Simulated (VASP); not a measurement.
Here is a VASP 6.6.1 calculation.

The input INCAR:

```
ALGO = Normal ; EDIFF = 1E-6
EDIFFG = -0.03 ; ENCUT = 600
GGA = RP ; IBRION = 2
ISIF = 3 ; ISMEAR = 0
LASPH = T ; LCHARG = F
LREAL = F ; LWAVE = F
NELM = 60 ; NSW = 60
PREC = Accurate ; SIGMA = 0.01
```

File KPOINTS:

```
k-points
0
Gamma
  6 6 4
```

The input POSCAR:

```
ZnS
1.0
    3.8110000000      0.0000000000      0.0000000000
   -1.9055000000      3.3004228138      0.0000000000
    0.0000000000      0.0000000000      6.2340000000
Zn S
2 2
Direct
    0.3333333333      0.6666666667      0.0000000000
    0.6666666667      0.3333333333      0.5000000000
    0.3333333333      0.6666666667      0.3850000000
    0.6666666667      0.3333333333      0.8850000000
```

Potentials or basis: VASP PAW PBE potentials, release 64 (Zn, S).

The run is started by

```bash
$ cat potpaw_PBE.64/Zn/POTCAR potpaw_PBE.64/S/POTCAR > POTCAR
$ mpirun -np 1 vasp_std > vasp.out
```

Problem. Estimate the band gap on the k mesh.

Solution. 2.09 eV, direct.

Problem. What does it give for the space group after relaxing (to 0.05 Å)?

Solution. P6_3mc (No. 186).

Problem. Estimate the relaxed volume.

Solution. 20.98 Å³/atom.

Problem. Predict the relaxed cell.

Solution. a = 3.896 Å, b = 3.896 Å, c = 6.382 Å, α = 90.00°, β = 90.00°, γ = 120.00°.

Final structure:
```yaml
crystal:
  lattice:
    - [3.89619, 0.00000, 0.00000]
    - [-1.94810, 3.37420, 0.00000]
    - [0.00000, 0.00000, 6.38230]
  atoms:
    - { symbol: Zn, position: [0.33333, 0.66667, 0.00499] }
    - { symbol: Zn, position: [0.66667, 0.33333, 0.50499] }
    - { symbol: S, position: [0.33333, 0.66667, 0.38001] }
    - { symbol: S, position: [0.66667, 0.33333, 0.88001] }
```

Caveat: the PAW data sets were made with another functional, which shifts forces and pressure a little. RPBE and its kin give volumes clearly too large for solids.
